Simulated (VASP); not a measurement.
Input of a VASP 6.6.1 run:

Contents of POSCAR:

```
NaCl
1.0
    2.7759409776      2.7759409776      0.0000000000
   -2.7759409776      2.7759409776      0.0000000000
    0.0000000000      2.7759409776      2.8151078571
Na Cl
1 1
Direct
    0.0000000000      0.0000000000      0.0000000000
    0.5000000000      0.5000000000      0.0000000000
```

File INCAR.step1:

```
SYSTEM = NaCl
  PREC = Accurate
  ENCUT = 520
  ISMEAR = 0
  SIGMA = 0.01
  LREAL = .FALSE.
  LASPH = .TRUE.
  NELM = 100
  NBANDS = 14
  GGA = PE
  ALGO = Normal
  EDIFF = 1E-4
  LWAVE = .TRUE.
  LCHARG = .FALSE.
```

INCAR.step2

```
SYSTEM = NaCl
  PREC = Accurate
  ENCUT = 520
  EDIFF = 1E-6
  ISMEAR = 0
  SIGMA = 0.01
  LREAL = .FALSE.
  LASPH = .TRUE.
  NELM = 100
  ALGO = Normal
  ISIF = 2
  LWAVE = .FALSE.
  LCHARG = .TRUE.
  METAGGA = R2SCAN
  LMIXTAU = .TRUE.
  LELF = .TRUE.
  LVHAR = .TRUE.
  NBANDS = 14
  ISTART = 1
```

KPOINTS

```
regular mesh
0
G
  8 8 8
  0 0 0
```

Potentials or basis: VASP PAW PBE potentials, release 64 (Na_pv, Cl).

Launch:

```sh
$ cat potpaw_PBE.64/Na_pv/POTCAR potpaw_PBE.64/Cl/POTCAR > POTCAR
$ cp INCAR.step1 INCAR
$ mpirun -np 1 vasp_std > vasp.out
$ cp INCAR.step2 INCAR
$ mpirun -np 1 vasp_std > vasp.out
```

What does it give for the band gap on the k mesh?

6.06 eV.

Predict the pressure.

0.3 GPa.

Stress tensor (GPa, compression positive):
```
 0.54  0.00  0.00
 0.00  0.54  0.00
 0.00  0.00 -0.18
```

Caveat: the cell differs from its parent crystal (in-plane strain -0.01, then relaxed in part); the PAW data sets were made with another functional, which shifts forces and pressure a little.
